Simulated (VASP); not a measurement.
# AlNi2 (P-3m1) in VASP: further runs

Runs on AlNi2. Level: r2SCAN. Tasks: single point.

All numbers are computed with VASP 6.6.1; they aren't measurements. Logs are shortened: lines on timing, memory, paths and dates and some standing lists are left out, and cuts for length are marked.

### 1 The cell of the first run

It takes space group P-3m1 (No. 164, trigonal). Conventional cell: a = 3.974 Å, b = 3.974 Å, c = 4.904 Å, α = 90.00°, β = 90.00°, γ = 120.00°. Within 3.1 Å of Al (site symmetry 3m) lie 11 Ni at 2.37 to 2.75 Å and 3 Al at 2.96 Å. Ni (site symmetry 3m) has 5 Al at 2.37 to 2.48 Å and 9 Ni at 2.47 to 2.93 Å within 3.1 Å. Ni (site symmetry -3m) has 8 Ni at 2.45 to 2.47 Å and 6 Al at 2.75 Å within 3.2 Å. Ni (site symmetry -3m) has 8 Ni at 2.45 to 2.77 Å and 6 Al at 2.48 Å within 3.2 Å.

### 2 Single point, r2SCAN

POSCAR

```
AlNi2
1.0
    3.9740030242      0.0000000000      0.0000000000
   -1.9870015121      3.4415875737      0.0000000000
    0.0000000000      0.0000000000      4.9042588200
Al Ni
2 4
Direct
    0.3333333300      0.6666666700      0.1898740600
    0.6666666700      0.3333333300      0.8101259400
    0.3333333300      0.6666666700      0.6851100400
    0.6666666700      0.3333333300      0.3148899600
    0.0000000000      0.0000000000      0.5000000000
    0.0000000000      0.0000000000      0.0000000000
```

INCAR.step1

```
SYSTEM = AlNi2
  PREC = Accurate
  ENCUT = 520
  ISMEAR = 0
  SIGMA = 0.1
  LREAL = .False.
  LASPH = .True.
  NELM = 80
  NBANDS = 32
  GGA = PE
  ALGO = Normal
  EDIFF = 1E-4
  LWAVE = .True.
  LCHARG = .False.
```

INCAR.step2

```
SYSTEM = AlNi2
  PREC = Accurate
  ENCUT = 520
  EDIFF = 1E-6
  ISMEAR = 0
  SIGMA = 0.1
  LREAL = .False.
  LASPH = .True.
  NELM = 80
  ALGO = Normal
  ISIF = 2
  LWAVE = .False.
  LCHARG = .False.
  METAGGA = R2SCAN
  LMIXTAU = .True.
  NBANDS = 32
  ISTART = 1
```

KPOINTS

```
Automatic mesh
0
Gamma
  12 12 8
  0 0 0
```

Potentials or basis: VASP PAW PBE potentials, release 64 (Al, Ni).

Launch:

```console
$ cat potpaw_PBE.64/Al/POTCAR potpaw_PBE.64/Ni/POTCAR > POTCAR
$ cp INCAR.step1 INCAR
$ mpirun -np 1 vasp_std > vasp.out
$ cp INCAR.step2 INCAR
$ mpirun -np 1 vasp_std > vasp.out
```

OUTCAR:

```text
SYSTEM = AlNi2
   PREC = Accurate
   ENCUT = 520
   EDIFF = 1E-6
   ISMEAR = 0
   LREAL = .False.
   LASPH = .True.
   NELM = 80
   ISIF = 2
   METAGGA = R2SCAN
   ISTART = 1

 ion  position               nearest neighbor table
   1  0.333  0.667  0.190-   4 2.37   4 2.37   4 2.37   3 2.43   3 2.48   6 2.48   6 2.48   6 2.48
                             5 2.75   5 2.75   5 2.75   2 2.96   2 2.96   2 2.96
   2  0.667  0.333  0.810-   3 2.37   3 2.37   3 2.37   4 2.43   4 2.48   6 2.48   6 2.48   6 2.48
                             5 2.75   5 2.75   5 2.75   1 2.96   1 2.96   1 2.96
   3  0.333  0.667  0.685-   2 2.37   2 2.37   2 2.37   1 2.43   5 2.47   5 2.47   5 2.47   1 2.48
                             6 2.77   6 2.77   6 2.77   4 2.93   4 2.93   4 2.93
   4  0.667  0.333  0.315-   1 2.37   1 2.37   1 2.37   2 2.43   5 2.47   5 2.47   5 2.47   2 2.48
                             6 2.77   6 2.77   6 2.77   3 2.93   3 2.93   3 2.93
   5  0.000  0.000  0.500-   6 2.45   6 2.45   3 2.47   4 2.47   4 2.47   3 2.47   4 2.47   3 2.47
                             1 2.75   2 2.75   1 2.75   2 2.75   2 2.75   1 2.75
   6  0.000  0.000  0.000-   5 2.45   5 2.45   1 2.48   2 2.48   2 2.48   1 2.48   2 2.48   1 2.48
                             3 2.77   4 2.77   4 2.77   3 2.77   3 2.77   4 2.77

  LATTYP: Found a hexagonal cell.
 ALAT       =     3.9740030242
 C/A-ratio  =     1.2340853266

  Lattice vectors:

 A1 = (   3.9740030242,   0.0000000000,   0.0000000000)
 A2 = (  -1.9870015121,   3.4415875737,   0.0000000000)
 A3 = (   0.0000000000,   0.0000000000,   4.9042588200)

Analysis of symmetry for initial positions (statically):
=====================================================================
 Subroutine PRICEL returns:
 Original cell was already a primitive cell.

 Routine SETGRP: Setting up the symmetry group for a
 hexagonal supercell.

 Subroutine GETGRP returns: Found 12 space group operations
 (whereof 12 operations were pure point group operations)
 out of a pool of 24 trial point group operations.

The static configuration has the point symmetry D_3d.

Analysis of symmetry for dynamics (positions and initial velocities):
=====================================================================
 Subroutine PRICEL returns:
 Original cell was already a primitive cell.

 Routine SETGRP: Setting up the symmetry group for a
 hexagonal supercell.

 Subroutine GETGRP returns: Found 12 space group operations
 (whereof 12 operations were pure point group operations)
 out of a pool of 24 trial point group operations.

The dynamic configuration has the point symmetry D_3d.

 Subroutine INISYM returns: Found 12 space group operations
 (whereof 12 operations are pure point group operations),
 and found     1 'primitive' translations

----------------------------------------------------------------------------------------

                                     Primitive cell

  volume of cell :      67.0750

  direct lattice vectors                    reciprocal lattice vectors
     3.974003024  0.000000000  0.000000000     0.251635440  0.145281789  0.000000000
    -1.987001512  3.441587574  0.000000000     0.000000000  0.290563578  0.000000000
     0.000000000  0.000000000  4.904258820     0.000000000  0.000000000  0.203904410

  length of vectors
     3.974003024  3.974003024  4.904258820     0.290563578  0.290563578  0.203904410

  position of ions in fractional coordinates (direct lattice)
     0.333333330  0.666666670  0.189874060
     0.666666670  0.333333330  0.810125940
     0.333333330  0.666666670  0.685110040
     0.666666670  0.333333330  0.314889960
     0.000000000  0.000000000  0.500000000
     0.000000000  0.000000000  0.000000000

  ion indices of the primitive-cell ions
   primitive index   ion index
                 1           1
                 2           2
                 3           3
                 4           4
                 5           5
                 6           6

----------------------------------------------------------------------------------------

 KPOINTS: Automatic mesh

Automatic generation of k-mesh.
 Grid dimensions read from file:
 generate k-points for:   12   12    8

 Generating k-lattice:

  Cartesian coordinates                     Fractional coordinates (reciprocal lattice)
     0.020969620  0.012106816  0.000000000     0.083333333  0.000000000  0.000000000
     0.000000000  0.024213632  0.000000000     0.000000000  0.083333333  0.000000000
     0.000000000  0.000000000  0.025488051     0.000000000  0.000000000  0.125000000

  Length of vectors
     0.024213632  0.024213632  0.025488051

  Shift w.r.t. Gamma in fractional coordinates (k-lattice)
     0.000000000  0.000000000  0.000000000

 Subroutine IBZKPT returns following result:
 ===========================================

 Found    131 irreducible k-points:

 Following reciprocal coordinates:
            Coordinates               Weight
  0.000000  0.000000  0.000000      1.000000
  0.083333 -0.000000  0.000000      6.000000
  0.166667  0.000000  0.000000      6.000000
  0.250000  0.000000  0.000000      6.000000
  0.333333  0.000000  0.000000      6.000000
  0.416667 -0.000000  0.000000      6.000000
[... 16 lines left out ...]
  0.166667  0.000000  0.125000      6.000000
  0.000000  0.166667  0.125000      6.000000
 [... further k-points ...]
   k-points           NKPTS =    131   k-points in BZ     NKDIM =    131   number of bands    NBANDS=     32
   number of dos      NEDOS =    301   number of ions     NIONS =      6
   total plane-waves  NPLWV =  32400
   dimension x,y,z NGX =    30 NGY =   30 NGZ =   36
   dimension x,y,z NGXF=    60 NGYF=   60 NGZF=   72
   ions per type =               2   4
   NGX,Y,Z   is equivalent  to a cutoff of  12.55, 12.55, 12.20 a.u.
   NGXF,Y,Z  is equivalent  to a cutoff of  25.10, 25.10, 24.41 a.u.
 SYSTEM =  AlNi2
   PREC   = accura    normal or accurate (medium, high low for compatibility)
   ISTART =      1    job   : 0-new  1-cont  2-samecut
   ICHARG =      0    charge: 1-file 2-atom 10-const
   ISPIN  =      1    spin polarized calculation?
   LNONCOLLINEAR =      F non collinear calculations
   LSORBIT =      F    spin-orbit coupling
   LASPH  =      T    aspherical Exc in radial PAW
   ENCUT  =  520.0 eV  38.22 Ry    6.18 a.u.   7.39  7.39  9.12*2*pi/ulx,y,z
   NELM   =     80;   NELMIN=  2; NELMDL=  0     # of ELM steps
   EDIFF  = 0.1E-05   stopping-criterion for ELM
   LREAL  =      F    real-space projection
   EDIFFG = 0.1E-04   stopping-criterion for IOM
   NSW    =      0    number of steps for IOM
   IBRION =     -1    ionic relax: 0-MD 1-quasi-New 2-CG
   NFREE  =      0    steps in history (QN), initial steepest desc. (CG)
   ISIF   =      2    stress and relaxation
   ISYM   =      2    0-nonsym 1-usesym 2-fastsym
   POTIM  = 0.5000    time-step for ionic-motion
   TEBEG  =    0.0;   TEEND  =   0.0 temperature during run
   PSTRESS=    0.0 pullay stress
   NELECT =      46.0000    total number of electrons
   NUPDOWN=      -1.0000    fix difference up-down
   EMIN   =  10.00;   EMAX   =-10.00  energy-range for DOS
   EFERMI =   0.00;   METHOD = LEGACY
   ISMEAR =     0;   SIGMA  =   0.10  broadening in eV -4-tet -1-fermi 0-gaus
   EFERMI_NEDOS =   21; number of points for ismear=-14 and -15
   IALGO  =     38    algorithm
   IMIX   =      4    mixing-type and parameters
     AMIX     =   0.40;   BMIX     =  1.00
     AMIX_MAG =   1.60;   BMIX_MAG =  1.00
  volume/ion in A,a.u.               =      11.18        75.44
  Fermi-wavevector in a.u.,A,eV,Ry     =   1.443690  2.728179 28.357821  2.084241
  Thomas-Fermi vector in A             =   2.562069
   LORBIT       =      0    0 simple, 1 ext, 2 COOP (PROOUT), +10 PAW based schemes
   METAGGA = R2SCAN    functional components
   LHFCALC =     F    Hartree Fock is set to
   AEXX    =    0.0000 exact exchange contribution
   IVDW    =     0    specifies the selected vdW correction
   LEPSILON=     F    determine dielectric tensor
   LRPA    =     F    only Hartree local field effects (RPA)
 non-spin polarized calculation
 Gauss-broadening in eV      SIGMA  =   0.10
  energy-cutoff  :      520.00
  volume of cell :       67.07
 maximum number of plane-waves:      1827
 NGX is ok and might be reduce to    30
   NGX = 15   NGY = 15   NGZ = 19

 number of electron      46.0000031 magnetization

 Free energy of the ion-electron system (eV)
  ---------------------------------------------------
  ext. energy  EPLUGINS =         0.00000000
  ---------------------------------------------------
  free energy    TOTEN  =       -64.26633400 eV

  energy without entropy =      -64.25273950  energy(sigma->0) =      -64.25953675

 E-fermi :   9.9363     XC(G=0): -13.6508

 val. band max:        9.9305239191   @ k =   0.2500   0.1667   0.2500
 cond. band min:       9.9367597108   @ k =  -0.1667   0.5000   0.1250
 fundamental gap:      0.0062357917
 Fermi energy:         9.9363338771

 k-point     1 :       0.0000    0.0000    0.0000
  band No.  band energies     occupation
      1      -1.2031      2.00000
      2       4.4319      2.00000
      3       4.5603      2.00000
      4       5.9137      2.00000
      5       5.9137      2.00000
      6       6.4515      2.00000
[... 24 lines left out ...]
     31      17.1875      0.00000
     32      17.3460      0.00000

 k-point     2 :       0.0833   -0.0000    0.0000
  band No.  band energies     occupation
      1      -1.1082      2.00000
      2       4.4358      2.00000
      3       4.6241      2.00000
      4       5.9216      2.00000
      5       5.9524      2.00000
      6       6.4183      2.00000
[... 24 lines left out ...]
     31      17.1206      0.00000
     32      17.8289      0.00000

 k-point     3 :       0.1667    0.0000    0.0000
  band No.  band energies     occupation
      1      -0.8253      2.00000
      2       4.4289      2.00000
      3       4.8082      2.00000
      4       5.8401      2.00000
      5       6.0635      2.00000
      6       6.2070      2.00000
[... 24 lines left out ...]
     31      17.2556      0.00000
     32      17.8680      0.00000

 k-point     4 :       0.2500    0.0000    0.0000
  band No.  band energies     occupation
      1      -0.3608      2.00000
      2       4.3243      2.00000
      3       5.0805      2.00000
      4       5.3920      2.00000
      5       6.0508      2.00000
      6       6.2302      2.00000
[... 24 lines left out ...]
     31      17.4655      0.00000
     32      17.7316      0.00000

 k-point     5 :       0.3333    0.0000    0.0000
  band No.  band energies     occupation
      1       0.2735      2.00000
      2       3.8555      2.00000
      3       4.9058      2.00000
      4       5.4563      2.00000
      5       5.9918      2.00000
      6       6.4164      2.00000
[... 584 lines left out ...]
     31      17.2450      0.00000
     32      17.9783      0.00000

 k-point    22 :       0.0000    0.0833    0.1250
  band No.  band energies     occupation
      1      -1.0058      2.00000
      2       3.5467      2.00000
      3       5.2386      2.00000
      4       5.9460      2.00000
      5       5.9830      2.00000
      6       6.3776      2.00000
[... 24 lines left out ...]
     31      17.0988      0.00000
     32      17.6925      0.00000

 k-point    23 :       0.1667    0.0000    0.1250
  band No.  band energies     occupation
      1      -0.7240      2.00000
      2       3.7122      2.00000
      3       5.1710      2.00000
      4       6.0265      2.00000
      5       6.0286      2.00000
      6       6.1092      2.00000
[... 24 lines left out ...]
     31      17.4092      0.00000
     32      18.1335      0.00000

 k-point    24 :       0.0000    0.1667    0.1250
  band No.  band energies     occupation
      1      -0.7241      2.00000
      2       3.7278      2.00000
      3       5.1042      2.00000
      4       5.9510      2.00000
      5       6.1147      2.00000
      6       6.3645      2.00000
[... 24 lines left out ...]
     31      17.1680      0.00000
     32      17.4727      0.00000

 [... further k-points ...]
[... 5 lines left out ...]
  --------------------------------------------------------------------------------------
  -------------------------------------------------------------------------------------
  Total        0.2889530      0.2889530      0.2572390      0.0000000      0.0000000      0.0000000
  in kB        6.9020394      6.9020394      6.1445057      0.0000000      0.0000000      0.0000000
  external PRESSURE =       6.6495281 kB  Pullay stress =       0.0000000 kB

 VOLUME and BASIS-vectors are now :
 -----------------------------------------------------------------------------
  energy-cutoff  :      520.00
  volume of cell :       67.07
      direct lattice vectors                 reciprocal lattice vectors
     3.974003024  0.000000000  0.000000000     0.251635440  0.145281789  0.000000000
    -1.987001512  3.441587574  0.000000000     0.000000000  0.290563578  0.000000000
     0.000000000  0.000000000  4.904258820     0.000000000  0.000000000  0.203904410

 POSITION                                       TOTAL-FORCE (eV/Angst)
 -----------------------------------------------------------------------------------
     -0.00000      2.29439      0.93119         0.000000     -0.000000     -0.000511
      1.98700      1.14720      3.97307        -0.000000      0.000000      0.000511
     -0.00000      2.29439      3.35996         0.000000      0.000000      0.003525
      1.98700      1.14720      1.54430        -0.000000      0.000000     -0.003525
      0.00000      0.00000      2.45213        -0.000000      0.000000     -0.000000
      0.00000      0.00000      0.00000        -0.000000      0.000000     -0.000000
 -----------------------------------------------------------------------------------
    total drift:                                0.000000     -0.000000      0.000000

  FREE ENERGIE OF THE ION-ELECTRON SYSTEM (eV)
  ---------------------------------------------------
  free  energy   TOTEN  =       -64.2663340025 eV

  energy  without entropy=      -64.2527394969  energy(sigma->0) =      -64.25953675
```

It took 12 min on 1 thread of Intel Xeon 6975P-C (Granite Rapids), shared host; peak memory 0.33 GiB.

What came out:

| Property | Result |
| --- | --- |
| Free energy | -64.2663 eV |
| Pressure | 0.7 GPa |
| Largest force | 0.004 eV/Å |
| Band gap on the k mesh | zero (band 23 reaches 13.98 eV, above the bottom of band 24 at 9.57 eV) |

Forces in eV/Å, atoms in the order of the input:
```
Al   0.000  0.000 -0.001
Al   0.000  0.000  0.001
Ni   0.000  0.000  0.004
Ni   0.000  0.000 -0.004
Ni   0.000  0.000  0.000
Ni   0.000  0.000  0.000
```

Stress tensor (GPa, compression positive):
```
0.69 0.00 0.00
0.00 0.69 0.00
0.00 0.00 0.61
```

Levels at points of the mesh, in eV from the Fermi level:
| k point | band 20 | band 21 | band 22 | band 23 | band 24 | band 25 | band 26 | band 27 |
| --- | --- | --- | --- | --- | --- | --- | --- | --- |
| (0.00, 0.00, 0.00) | -0.73 | -0.54 | -0.54 | 0.71 | 3.24 | 3.24 | 3.97 | 3.97 |
| (0.50, 0.00, 0.00) | -0.82 | -0.76 | -0.68 | -0.56 | -0.32 | 1.04 | 1.84 | 3.60 |
| (0.00, 0.00, 0.50) | -0.77 | -0.75 | -0.75 | 4.05 | 4.15 | 4.15 | 4.43 | 4.43 |
| (0.50, 0.00, 0.50) | -0.98 | -0.82 | -0.72 | -0.38 | -0.26 | 1.75 | 1.85 | 3.57 |

Caveat: the PAW data sets were made with another functional, which shifts forces and pressure a little. Spin polarisation is off, so any magnetic state and its effect on volume and gap are missing.

### 3 Single point, r2SCAN

This run uses another cell than the first one, of 11.22 Å³/atom, 1.003 times its volume.

POSCAR

```
AlNi2
1.0
    3.9786660828      0.0000000000      0.0000000000
   -1.9893330414      3.4456259009      0.0000000000
    0.0000000000      0.0000000000      4.9093310339
Al Ni
2 4
Direct
    0.3333333333      0.6666666667      0.1899341817
    0.6666666667      0.3333333333      0.8100658183
    0.3333333333      0.6666666667      0.6853320868
    0.6666666667      0.3333333333      0.3146679132
    0.0000000000      0.0000000000      0.5000000000
    0.0000000000      0.0000000000      0.0000000000
```

INCAR.step1

```
ALGO = Normal
EDIFF = 1E-4
ENCUT = 520
GGA = PE
ISMEAR = 0
LASPH = T
LCHARG = F
LREAL = F
LWAVE = T
NBANDS = 32
NELM = 80
PREC = Accurate
SIGMA = 0.1
```

INCAR.step2

```
ALGO = Normal
EDIFF = 1E-7
ENCUT = 520
ISIF = 2
ISMEAR = 0
ISTART = 1
LASPH = T
LCHARG = F
LMIXTAU = T
LREAL = F
LWAVE = F
METAGGA = R2SCAN
NBANDS = 32
NELM = 80
PREC = Accurate
SIGMA = 0.1
```

KPOINTS

```
k-points
0
Gamma
  12 12 8
```

Potentials or basis: VASP PAW PBE potentials, release 64 (Al, Ni).

Launch:

```console
$ cat potpaw_PBE.64/Al/POTCAR potpaw_PBE.64/Ni/POTCAR > POTCAR
$ cp INCAR.step1 INCAR
$ mpirun -np 1 vasp_std > vasp.out
$ cp INCAR.step2 INCAR
$ mpirun -np 1 vasp_std > vasp.out
```

It took 15 min on 1 thread of Intel Xeon 6975P-C (Granite Rapids), shared host; peak memory 0.36 GiB.

The run converged. Its results:

| Property | Result |
| --- | --- |
| Free energy | -64.2667 eV |
| Pressure | 0.0 GPa |
| Largest force | 0.004 eV/Å |
| Band gap on the k mesh | zero (band 23 reaches 13.93 eV, above the bottom of band 24 at 9.53 eV) |

Forces in eV/Å, atoms in the order of the input:
```
Al   0.000  0.000  0.004
Al   0.000  0.000 -0.004
Ni   0.000  0.000 -0.001
Ni   0.000  0.000  0.001
Ni   0.000  0.000  0.000
Ni   0.000  0.000  0.000
```

Levels at points of the mesh, in eV from the Fermi level:
```tsv
k point	band 21	band 22	band 23	band 24	band 25	band 26
(0.00, 0.00, 0.00)	-0.54	-0.54	0.71	3.24	3.24	3.96
(0.50, 0.00, 0.00)	-0.75	-0.68	-0.56	-0.32	1.04	1.84
(0.00, 0.00, 0.50)	-0.74	-0.74	4.04	4.15	4.15	4.42
(0.50, 0.00, 0.50)	-0.81	-0.72	-0.38	-0.26	1.75	1.84
```

Caveat: the PAW data sets were made with another functional, which shifts forces and pressure a little. Spin polarisation is off, so any magnetic state and its effect on volume and gap are missing.
